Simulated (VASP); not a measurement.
Runs of VASP 6.6.1 on SnSe2. The structure is that of space group P-3m1 (No. 164), or close to it. The cells are those of the table. 

```csv
cell,gap on the mesh (eV),pressure (GPa),largest force (eV/Å)
"a = 3.910, b = 3.910, c = 6.295 Å, angles 90.0, 90.0, 120.0°, 3 atoms",0.75,0.3,(b)
"a = 3.652, b = 3.652, c = 5.880 Å, angles 90.0, 90.0, 120.0°, 3 atoms",0.90,19.6,2.37
"a = 3.759, b = 3.759, c = 6.053 Å, angles 90.0, 90.0, 120.0°, 3 atoms",0.85,9.3,1.24
"a = 3.707, b = 3.707, c = 5.968 Å, angles 90.0, 90.0, 120.0°, 3 atoms",0.87,13.9,1.76
"a = 3.861, b = 3.861, c = 6.217 Å, angles 90.0, 90.0, 120.0°, 3 atoms",0.78,2.7,0.42
"a = 3.958, b = 3.958, c = 6.372 Å, angles 90.0, 90.0, 120.0°, 3 atoms",(a),-1.7,0.17
```

Alike in all rows: task single point; level PBE; potentials or basis VASP PAW PBE potentials, release 64 (Sn_d, Se); no spin polarisation; k mesh 6 × 6 × 4; cutoff (eV) 520; smearing gaussian 0.01 eV.

Estimate the missing entries.

(a) 0.67; (b) 0.10.

Caveats: spin-orbit coupling is left out, which moves the levels of the heavy elements; this functional lacks dispersion, which binds the layers, so the pressure and a relaxed spacing across them are unreliable; forces of over 1 eV/Å act on the atoms, so gaps and moduli don't describe the material at rest (some runs).

A k mesh can miss the band edges, and the runs leave out spin-orbit coupling on Se, Sn.
